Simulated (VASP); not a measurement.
# Hf3N2 (R-3m) in VASP: further runs, part 2 of 2

VASP 6.6.1.

## 4. Relaxation of cell and atoms, PBEsol

Input file INCAR:

```
  PREC = Accurate
  ENCUT = 600
  EDIFF = 1E-6
  ISMEAR = 0
  SIGMA = 0.1
  LREAL = False
  LASPH = True
  NELM = 60
  ALGO = Normal
  ISIF = 3
  LWAVE = False
  LCHARG = False
  GGA = PS
  IBRION = 2
  NSW = 80
  EDIFFG = -0.01
```

Input file KPOINTS:

```
regular mesh
0
Gamma
  3 3 3
```

Input file POSCAR:

```
Hf3N2
1.0
    1.5994260774      0.9234290764      7.7548432223
   -1.5994260774      0.9234290764      7.7548432223
    0.0000000000     -1.8468581527      7.7548432223
Hf N
3 2
Direct
    0.7794186600      0.7794186600      0.7794186600
    0.2205813400      0.2205813400      0.2205813400
    0.0000000000      0.0000000000      0.0000000000
    0.6119155300      0.6119155300      0.6119155300
    0.3880844700      0.3880844700      0.3880844700
```

Potentials or basis: VASP PAW PBE potentials, release 64 (Hf_pv, N).

Launch:

```console
$ cat potpaw_PBE.64/Hf_pv/POTCAR potpaw_PBE.64/N/POTCAR > POTCAR
$ mpirun -np 1 vasp_std > vasp.out
```

OUTCAR:

```text
PREC = Accurate
   ENCUT = 600
   EDIFF = 1E-6
   ISMEAR = 0
   LREAL = False
   LASPH = True
   NELM = 60
   ISIF = 3
   GGA = PS
   IBRION = 2
   NSW = 80
   EDIFFG = -0.01

 ion  position               nearest neighbor table
   1  0.779  0.779  0.779-   5 2.29   5 2.29   5 2.29   2 3.12   2 3.12   2 3.12   3 3.21   3 3.21
                             3 3.21
   2  0.221  0.221  0.221-   4 2.29   4 2.29   4 2.29   1 3.12   1 3.12   1 3.12   3 3.21   3 3.21
                             3 3.21
   3  0.000  0.000  0.000-   4 2.24   4 2.24   5 2.24   5 2.24   4 2.24   5 2.24   2 3.21   1 3.21
                             2 3.21   1 3.21   2 3.21   1 3.21
   4  0.612  0.612  0.612-   3 2.24   3 2.24   3 2.24   2 2.29   2 2.29   2 2.29
   5  0.388  0.388  0.388-   3 2.24   3 2.24   3 2.24   1 2.29   1 2.29   1 2.29

  LATTYP: Found a trigonal (rhomboedric) cell.
 ALAT       =     7.9717299527
 COS(alpha) =     0.9194893776

  Lattice vectors:

 A1 = (   1.5994260774,   0.9234290764,   7.7548432223)
 A2 = (  -1.5994260774,   0.9234290764,   7.7548432223)
 A3 = (   0.0000000000,  -1.8468581527,   7.7548432223)

Analysis of symmetry for initial positions (statically):
=====================================================================
 Subroutine PRICEL returns:
[... 150 lines left out ...]

 number of electron      39.9999999 magnetization

 Free energy of the ion-electron system (eV)
  ---------------------------------------------------
  ext. energy  EPLUGINS =         0.00000000
  ---------------------------------------------------
  free energy    TOTEN  =       -56.80866169 eV

  energy without entropy =      -56.79667988  energy(sigma->0) =      -56.80267079

------------------------ aborting loop because EDIFF is reached ----------------------------------------

  FORCE on cell =-STRESS in cart. coord.  units (eV):
  Direction    XX          YY          ZZ          XY          YZ          ZX
  --------------------------------------------------------------------------------------
  -------------------------------------------------------------------------------------
  Total       -1.2351550     -1.2351550     -1.2462900      0.0000000     -0.0000000      0.0000000
  in kB      -28.7965229    -28.7965229    -29.0561249      0.0000000     -0.0000000      0.0000000
  external PRESSURE =     -28.8830569 kB  Pullay stress =       0.0000000 kB
[... 221 lines left out ...]
--------------------------------------- Ionic step        7  -------------------------------------------

 number of electron      40.0000002 magnetization

 Free energy of the ion-electron system (eV)
  ---------------------------------------------------
  ext. energy  EPLUGINS =         0.00000000
  ---------------------------------------------------
  free energy    TOTEN  =       -56.82485329 eV

  energy without entropy =      -56.81290381  energy(sigma->0) =      -56.81887855

 E-fermi :   6.6737     XC(G=0): -12.4580

 val. band max:        6.6418639220   @ k =  -0.3333   0.3333   0.3333
 cond. band min:       7.0505506622   @ k =   0.0000   0.0000   0.0000
 fundamental gap:      0.4086867401
 Fermi energy:         6.6737058505

 k-point     1 :       0.0000    0.0000    0.0000
  band No.  band energies     occupation
      1     -24.9503      2.00000
      2     -24.4728      2.00000
      3     -24.4728      2.00000
      4     -23.9348      2.00000
      5     -23.3986      2.00000
      6     -23.3274      2.00000
[... 183 lines left out ...]
  FREE ENERGIE OF THE ION-ELECTRON SYSTEM (eV)
  ---------------------------------------------------
  free  energy   TOTEN  =       -56.8248532907 eV

  energy  without entropy=      -56.8129038128  energy(sigma->0) =      -56.81887855

 reached required accuracy - stopping structural energy minimisation
```

CONTCAR:

```text
Hf3N2
   1.00000000000000
     1.5935682926408081    0.9200470827917985    7.7168355134610325
    -1.5935682926408081    0.9200470827917985    7.7168355134610325
     0.0000000000000000   -1.8400941654844556    7.7168355134610920
  Hf              N
     3     2
Direct
     0.7789914994481183    0.7789914994481183    0.7789914994481181
     0.2210085005518816    0.2210085005518816    0.2210085005518819
     0.0000000000000000    0.0000000000000000    0.0000000000000000
     0.6111165374313235    0.6111165374313235    0.6111165374313233
     0.3888834625686766    0.3888834625686766    0.3888834625686768

  0.00000000E+00  0.00000000E+00  0.00000000E+00
  0.00000000E+00  0.00000000E+00  0.00000000E+00
  0.00000000E+00  0.00000000E+00  0.00000000E+00
  0.00000000E+00  0.00000000E+00  0.00000000E+00
  0.00000000E+00  0.00000000E+00  0.00000000E+00
```

It took 4.5 min on 1 thread of Intel Xeon Platinum 8375C at 2.90GHz (Ice Lake), shared host; peak memory 0.61 GiB.

What came out:

- Free energy: -56.8249 eV
- Relaxed volume: 13.58 Å³/atom
- Relaxed cell: a = 7.933 Å, b = 7.933 Å, c = 7.933 Å, α = 23.18°, β = 23.18°, γ = 23.18°
- Space group after relaxing (to 0.05 Å): R-3m (No. 166)
- Energy gained by relaxing: 3.2 meV/atom
- Ionic steps: 7
- Pressure after relaxing: 0.0 GPa
- Largest force after relaxing: 0.004 eV/Å
- Band gap on the k mesh: zero (band 20 reaches 7.10 eV, above the bottom of band 21 at 6.64 eV)

Forces in eV/Å, atoms in the order of the input:
```
Hf   0.000  0.000  0.004
Hf   0.000  0.000 -0.004
Hf   0.000  0.000  0.000
N    0.000  0.000 -0.002
N    0.000  0.000  0.002
```

Stress tensor (GPa, compression positive):
```
-0.02  0.00  0.00
 0.00 -0.02  0.00
 0.00  0.00  0.08
```

Step by step:
| step | energy change (eV) | largest force (eV/Å) | pressure (GPa) | volume (Å³) |
| --- | --- | --- | --- | --- |
| 1 | 0.0000 | 0.3361 | -2.89 | 68.72 |
| 2 | 0.0164 | 0.2604 | 6.20 | 66.29 |
| 3 | -0.0127 | 0.2108 | 0.60 | 67.74 |
| 4 | -0.0159 | 0.0578 | -0.06 | 67.93 |
| 5 | -0.0159 | 0.0538 | -0.05 | 67.92 |
| 6 | -0.0162 | 0.0206 | 0.00 | 67.90 |
| 7 | -0.0162 | 0.0036 | 0.01 | 67.88 |

Final structure:
```
Hf N
1.0
     1.59357    0.92005    7.71684
    -1.59357    0.92005    7.71684
     0.00000   -1.84009    7.71684
Hf N
3 2
Direct
  0.77899 0.77899 0.77899
  0.22101 0.22101 0.22101
  0.00000 0.00000 0.00000
  0.61112 0.61112 0.61112
  0.38888 0.38888 0.38888
```

Caveat: the k points lie up to 0.76 Å⁻¹ apart in the final cell; the PAW data sets were made with another functional, which shifts forces and pressure a little; spin-orbit coupling is left out, which moves the levels of the heavy elements.

## 5. Single point, PBEsol

This run uses another cell than the first one, of 13.60 Å³/atom, 0.990 times its volume.

Input file INCAR:

```
ALGO     = Normal         # electronic algorithm
EDIFF    = 1E-7           # SCF threshold, eV
ENCUT    = 520            # plane-wave cutoff, eV
GGA      = PS             # functional
ISIF     = 2              # what is computed and relaxed
ISMEAR   = 0              # smearing method
LASPH    = True           # aspherical terms in the spheres
LCHARG   = False          # write CHGCAR
LREAL    = False          # projectors in reciprocal space
LWAVE    = False          # write WAVECAR
NBANDS   = 28             # bands
NELM     = 60             # most SCF steps
PREC     = Accurate       # precision mode
SIGMA    = 0.1            # smearing width, eV
```

Input file KPOINTS:

```
k-points
0
Gamma
  6 6 6
```

Input file POSCAR:

```
Hf3N2
1.0
    1.5962563452      0.9215990306      7.7060132969
   -1.5962563452      0.9215990306      7.7060132969
    0.0000000000     -1.8431980612      7.7060132969
Hf N
3 2
Direct
    0.7788436580      0.7788436580      0.7788436580
    0.2211563420      0.2211563420      0.2211563420
    0.0000000000      0.0000000000      0.0000000000
    0.6109734594      0.6109734594      0.6109734594
    0.3890265406      0.3890265406      0.3890265406
```

Launch:

```console
$ cat potpaw_PBE.64/Hf_pv/POTCAR potpaw_PBE.64/N/POTCAR > POTCAR
$ mpirun -np 1 vasp_std > vasp.out
```

Run time: 4.4 min. Hardware: 1 thread of Intel Xeon Platinum 8375C at 2.90GHz (Ice Lake), shared host; peak memory 0.49 GiB.

The run converged. Its results:

* Free energy: -56.8368 eV
* Pressure: -1.4 GPa
* Largest force: 0.080 eV/Å
* Band gap on the k mesh: zero (band 20 reaches 7.28 eV, above the bottom of band 21 at 6.25 eV)

Forces on the atoms (eV/Å):
```
Hf   0.000  0.000 -0.080
Hf   0.000  0.000  0.080
Hf   0.000  0.000  0.000
N    0.000  0.000  0.026
N    0.000  0.000 -0.026
```

Stress tensor (GPa, compression positive):
```
-1.45  0.00  0.00
 0.00 -1.45  0.00
 0.00  0.00 -1.25
```

Levels at points of the mesh, in eV from the Fermi level:
```tsv
k point	band 17	band 18	band 19	band 20	band 21	band 22	band 23	band 24
(0.00, 0.00, 0.00)	-3.69	-3.03	0.41	0.51	0.75	0.75	1.89	1.89
(0.50, 0.00, 0.00)	-4.00	-2.50	-0.95	-0.46	-0.38	2.87	3.37	4.27
(0.50, 0.50, 0.00)	-4.11	-3.04	-0.89	-0.23	0.57	1.92	3.30	4.16
(0.50, 0.50, 0.50)	-3.78	-1.74	-0.88	0.44	0.44	1.42	1.61	2.82
```

Caveat: the k points lie up to 0.38 Å⁻¹ apart; the PAW data sets were made with another functional, which shifts forces and pressure a little; spin-orbit coupling is left out, which moves the levels of the heavy elements.

## 6. Relaxation of cell and atoms, PBEsol

Input file INCAR:

```
ALGO     = Normal         # electronic algorithm
EDIFF    = 1E-6           # SCF threshold, eV
EDIFFG   = -0.01          # ionic threshold
ENCUT    = 600            # plane-wave cutoff, eV
GGA      = PS             # functional
IBRION   = 2              # ionic algorithm
ISIF     = 3              # what is computed and relaxed
ISMEAR   = 0              # smearing method
LASPH    = True           # aspherical terms in the spheres
LCHARG   = False          # write CHGCAR
LREAL    = False          # projectors in reciprocal space
LWAVE    = False          # write WAVECAR
NELM     = 100            # most SCF steps
NSW      = 80             # ionic steps
PREC     = Accurate       # precision mode
SIGMA    = 0.1            # smearing width, eV
```

KPOINTS is that of step 5.

Input file POSCAR:

```
Hf3N2
1.0
    1.5994260774      0.9234290764      7.7548432223
   -1.5994260774      0.9234290764      7.7548432223
    0.0000000000     -1.8468581527      7.7548432223
Hf N
3 2
Direct
    0.7794186600      0.7794186600      0.7794186600
    0.2205813400      0.2205813400      0.2205813400
    0.0000000000      0.0000000000      0.0000000000
    0.6119155300      0.6119155300      0.6119155300
    0.3880844700      0.3880844700      0.3880844700
```

Potentials or basis: VASP PAW PBE potentials, release 64 (Hf_pv, N).

Launch:

```console
$ cat potpaw_PBE.64/Hf_pv/POTCAR potpaw_PBE.64/N/POTCAR > POTCAR
$ mpirun -np 1 vasp_std > vasp.out
```

Run time: 17 min. Hardware: 1 thread of Intel Xeon Platinum 8375C at 2.90GHz (Ice Lake), shared host; peak memory 0.65 GiB.

Results (log left out):

```yaml
Free_energy: -56.8441 eV
Relaxed_volume: 13.53 Å³/atom
Relaxed_cell: a = 7.912 Å, b = 7.912 Å, c = 7.912 Å, α = 23.23°, β = 23.23°, γ = 23.23°
Space_group_after_relaxing_to_0.05_Å: R-3m (No. 166)
Energy_gained_by_relaxing: 4.8 meV/atom
Ionic_steps: 7
Pressure_after_relaxing: -0.1 GPa
Largest_force_after_relaxing: 0.007 eV/Å
Band_gap_on_the_k_mesh: zero (band 20 reaches 7.32 eV, above the bottom of band 21 at 6.30 eV)
```

Forces on the atoms (eV/Å):
```
Hf   0.000  0.000  0.006
Hf   0.000  0.000 -0.006
Hf   0.000  0.000  0.000
N    0.000  0.000 -0.007
N    0.000  0.000  0.007
```

The path:
```tsv
step	energy change (eV)	largest force (eV/Å)	pressure (GPa)	volume (Å³)
1	0.0000	0.3421	-3.81	68.72
2	0.0289	0.2017	8.06	65.52
3	-0.0185	0.2248	0.52	67.47
4	-0.0237	0.0782	0.15	67.58
5	-0.0241	0.0286	0.00	67.63
6	-0.0241	0.0248	0.01	67.63
7	-0.0242	0.0074	-0.05	67.64
```

Final structure:
```
Hf N
1.0
     1.59291    0.91967    7.69523
    -1.59291    0.91967    7.69523
     0.00000   -1.83934    7.69523
Hf N
3 2
Direct
  0.77869 0.77869 0.77869
  0.22131 0.22131 0.22131
  0.00000 0.00000 0.00000
  0.61106 0.61106 0.61106
  0.38894 0.38894 0.38894
```

Levels at points of the mesh, in eV from the Fermi level:
```
           k point  band 18  band 19  band 20  band 21  band 22  band 23
(0.00, 0.00, 0.00)    -3.02     0.41     0.51     0.74     0.74     1.91
(0.50, 0.00, 0.00)    -2.52    -0.95    -0.45    -0.38     2.90     3.38
(0.50, 0.50, 0.00)    -3.06    -0.89    -0.23     0.55     1.95     3.33
(0.50, 0.50, 0.50)    -1.75    -0.88     0.44     0.44     1.45     1.61
```

Caveat: the k points lie up to 0.38 Å⁻¹ apart in the final cell; the PAW data sets were made with another functional, which shifts forces and pressure a little; spin-orbit coupling is left out, which moves the levels of the heavy elements.

## 7. Single point, PBEsol

This run uses another cell than the first one, of 13.61 Å³/atom, 0.991 times its volume.

Input file INCAR:

```
  PREC = Accurate
  ENCUT = 520
  EDIFF = 1E-6
  ISMEAR = 0
  SIGMA = 0.1
  LREAL = F
  LASPH = T
  NELM = 60
  ALGO = Normal
  ISIF = 2
  LWAVE = F
  LCHARG = F
  GGA = PS
  NBANDS = 28
```

Input file KPOINTS:

```
Automatic mesh
0
Gamma
  12 12 12
```

Input file POSCAR:

```
Hf3N2
1.0
    1.5966362109      0.9218183462      7.7082883141
   -1.5966362109      0.9218183462      7.7082883141
    0.0000000000     -1.8436366923      7.7082883141
Hf N
3 2
Direct
    0.7789754327      0.7789754327      0.7789754327
    0.2210245673      0.2210245673      0.2210245673
    0.0000000000      0.0000000000      0.0000000000
    0.6111304236      0.6111304236      0.6111304236
    0.3888695764      0.3888695764      0.3888695764
```

Launch:

```console
$ cat potpaw_PBE.64/Hf_pv/POTCAR potpaw_PBE.64/N/POTCAR > POTCAR
$ mpirun -np 1 vasp_std > vasp.out
```

It took 24 min on 1 thread of Intel Xeon Platinum 8375C at 2.90GHz (Ice Lake), shared host; peak memory 0.64 GiB.

It converged, with:

```
Free energy            : -56.8235 eV
Pressure               : -1.4 GPa
Largest force          : 0.074 eV/Å
Band gap on the k mesh : zero (band 20 reaches 7.29 eV, above the bottom of band 21 at 6.26 eV)
```

Forces in eV/Å, atoms in the order of the input:
```
Hf   0.000  0.000 -0.074
Hf   0.000  0.000  0.074
Hf   0.000  0.000  0.000
N    0.000  0.000  0.028
N    0.000  0.000 -0.028
```

Stress tensor (GPa, compression positive):
```
-1.46  0.00  0.00
 0.00 -1.46  0.00
 0.00  0.00 -1.28
```

Levels at points of the mesh, in eV from the Fermi level:
```tsv
k point	band 18	band 19	band 20	band 21	band 22	band 23
(0.00, 0.00, 0.00)	-2.99	0.40	0.54	0.77	0.77	1.91
(0.50, 0.00, 0.00)	-2.47	-0.92	-0.44	-0.34	2.89	3.38
(0.50, 0.50, 0.00)	-3.01	-0.85	-0.19	0.59	1.93	3.31
(0.50, 0.50, 0.50)	-1.69	-0.88	0.46	0.46	1.45	1.62
```

Caveat: the PAW data sets were made with another functional, which shifts forces and pressure a little; spin-orbit coupling is left out, which moves the levels of the heavy elements.

## 8. Summary

| task | cell | k mesh | cutoff (eV) | gap on the mesh (eV) | pressure (GPa) | relaxed volume (Å³/atom) | largest force (eV/Å) |
| --- | --- | --- | --- | --- | --- | --- | --- |
| relaxation of cell and atoms | relaxed from a = 7.972 Å, angles 23.1°, 5 atoms | 1 × 1 × 1 | 600 | 3.14 | 0.0 | 13.02 | - |
| single point | a = 7.949 Å, angles 23.2°, 5 atoms | 3 × 3 × 3 | 520 | none | -1.4 | - | 0.07 |
| relaxation of cell and atoms | relaxed from a = 7.972 Å, angles 23.1°, 5 atoms | 3 × 3 × 3 | 600 | none | 0.0 | 13.58 | - |
| single point | a = 7.923 Å, angles 23.2°, 5 atoms | 6 × 6 × 6 | 520 | none | -1.4 | - | 0.08 |
| relaxation of cell and atoms | relaxed from a = 7.972 Å, angles 23.1°, 5 atoms | 6 × 6 × 6 | 600 | none | -0.1 | 13.53 | 0.01 |
| single point | a = 7.926 Å, angles 23.2°, 5 atoms | 12 × 12 × 12 | 520 | none | -1.4 | - | 0.07 |

Alike in all rows: level PBEsol; potentials or basis VASP PAW PBE potentials, release 64 (Hf_pv, N); no spin polarisation; smearing gaussian 0.1 eV.

Caveats: some runs use coarse meshes; the PAW data sets were made with another functional, which shifts forces and pressure a little; spin-orbit coupling is left out, which moves the levels of the heavy elements.

Total energies depend on the potentials used, so only differences within one code and one set of settings carry meaning.
